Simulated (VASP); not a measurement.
Here is a VASP 6.6.1 calculation.

The input POSCAR:

```
Nb
1.0
    0.0000000000      2.1564811194      2.1564811194
    2.1564811194      0.0000000000      2.1564811194
    2.1564811194      2.1564811194      0.0000000000
Nb
1
Direct
    0.0000000000      0.0000000000      0.0000000000
```

The input INCAR.step1:

```
PREC = Accurate
ENCUT = 520
EDIFF = 1E-5
ISMEAR = -1
SIGMA = 0.05
LREAL = False
LASPH = True
NELM = 100
ALGO = Normal
ISIF = 2
LWAVE = True
GGA = PE
NBANDS = 12
```

Contents of INCAR.step2:

```
PREC = Accurate
ENCUT = 520
EDIFF = 1E-6
ISMEAR = -1
SIGMA = 0.05
LREAL = False
LASPH = True
NELM = 100
ALGO = Normal
ISIF = 2
LWAVE = False
LCHARG = True
GGA = PE
LHFCALC = True
AEXX = 0.25
PRECFOCK = Normal
LELF = True
LVHAR = True
ISTART = 1
NBANDS = 12
```

Contents of KPOINTS:

```
Automatic mesh
0
Gamma
  6 6 6
```

Potentials or basis: VASP PAW PBE potentials, release 64 (Nb_sv).

The run is started by

```console
$ cat potpaw_PBE.64/Nb_sv/POTCAR > POTCAR
$ cp INCAR.step1 INCAR
$ mpirun -np 1 vasp_std > vasp.out
$ cp INCAR.step2 INCAR
$ mpirun -np 1 vasp_std > vasp.out
```

Q: What does it give for the pressure?

A: -12.5 GPa.

Q: Estimate the band gap on the k mesh.

A: Zero (an odd number of electrons rules out a gap without spin polarisation).

Caveat: the k points lie up to 0.42 Å⁻¹ apart, too coarse for converged energies and pressures of a metal; the PAW data sets were made with another functional, which shifts forces and pressure a little.
